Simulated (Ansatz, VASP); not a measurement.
# Be7Te in VASP and in Ansatz

```
Be Te
1.0
    -2.84346    2.84346    2.84346
     2.84346   -2.84346    2.84346
     2.84346    2.84346   -2.84346
Be Te
7 1
Direct
  0.00000 0.50000 0.50000
  0.50000 0.50000 0.00000
  0.50000 0.00000 0.50000
  0.00000 0.00000 0.50000
  0.00000 0.50000 0.00000
  0.50000 0.00000 0.00000
  0.50000 0.50000 0.50000
  0.00000 0.00000 0.00000
```

Change from the starting cell: species swapped into the Fe7Co type (Im-3m, No. 229).

Alike in both runs: functional PBE; k mesh 4 × 4 × 4; occupations gaussian, width 0.2 eV; no spin polarisation.

Ansatz relaxed the structure, and its values are those at the end. VASP's run is a single point on that final structure, the one shown.

|  | VASP | Ansatz |
| --- | --- | --- |
| version | VASP 6.6.1 | Ansatz 0.2.0 |
| potentials or method | VASP PAW PBE potentials, release 64 (Be, Te), cutoff 600 eV | scalar-relativistic, plane waves, PAW |
| valence electrons in the cell | 20 | 30 |

Ansatz gave:

* gap on the k mesh at the Fermi level (eV): none
* pressure (GPa): -0.5

Question: Which values does VASP return?

Answer: gap on the k mesh at the Fermi level (eV): none; pressure (GPa): -0.3.

A gap of «none» marks a metal or a gap that the smearing closes. The functional is the same, so the differences come from potentials, cutoffs and numerics. VASP's potentials hold 20 valence electrons a cell and Ansatz's 30, so a difference there can come from the potentials and not from the codes.

The k mesh is coarse, so the values compare programs but aren't converged. Spin-orbit coupling is off throughout.
